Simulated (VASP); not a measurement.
# TaN: relaxation of shape and atoms at fixed volume with PBE

TaN:

```
Ta N
1.0
     2.88766    0.00000    0.00000
    -1.44383    2.50078    0.00000
     0.00000    0.00000    5.85522
Ta N
2 2
Direct
  0.00000 0.00000 0.00000
  0.00000 0.00000 0.50000
  0.33333 0.66667 0.25000
  0.66667 0.33333 0.75000
```

```json
{
 "Program": "VASP 6.6.1",
 "Task": "relaxation of shape and atoms at fixed volume",
 "Functional": "PBE",
 "Potentials or basis": "VASP PAW PBE potentials, release 64 (Ta_pv, N)",
 "Cutoff": "600 eV",
 "k mesh": "18 × 18 × 8",
 "Occupations": "gaussian, width 0.1 eV",
 "Spin": "no spin polarisation",
 "Dipole correction": "no",
 "Further INCAR settings": "ALGO = Normal; EDIFF = 1e-06; IBRION = 2; EDIFFG = -0.01; NSW = 50; ISIF = 4"
}
```

The energy gained by relaxing is 0.1 meV/atom, the ionic steps are 3 and the pressure after relaxing is 11.3 GPa. The band gap on the k mesh is zero (bands 16 and 17 overlap by 1.03 eV).

The path:
```csv
step,energy change (eV),largest force (eV/Å),pressure (GPa),volume (Å³)
1,0.0000,0.0000,11.40,42.28
2,0.0001,0.0000,11.22,42.28
3,-0.0004,0.0000,11.32,42.28
```

Final structure:
```
CELL_PARAMETERS angstrom
2.88529 0.00000 0.00000
-1.44264 2.49873 0.00000
0.00000 0.00000 5.86482
ATOMIC_POSITIONS crystal
Ta 0.00000 0.00000 0.00000
Ta 0.00000 0.00000 0.50000
N 0.33333 0.66667 0.25000
N 0.66667 0.33333 0.75000
```

Levels at points of the mesh, in eV from the Fermi level:
| k point | band 14 | band 15 | band 16 | band 17 | band 18 | band 19 |
| --- | --- | --- | --- | --- | --- | --- |
| (0.00, 0.00, 0.00) | -2.00 | -2.00 | -0.24 | -0.24 | 0.60 | 0.60 |
| (0.50, 0.00, 0.00) | -3.84 | -2.82 | -2.23 | 2.96 | 4.20 | 5.07 |
| (0.00, 0.00, 0.50) | -3.93 | -0.70 | -0.70 | 1.04 | 1.04 | 1.04 |
| (0.50, 0.00, 0.50) | -4.43 | -2.28 | -2.28 | 4.07 | 4.07 | 4.98 |

It took 5 min on 1 thread of Intel Xeon 8259CL, with other jobs on the host, peak memory 0.3 GiB.

Caveat: spin-orbit coupling is left out, which moves the levels of the heavy elements.
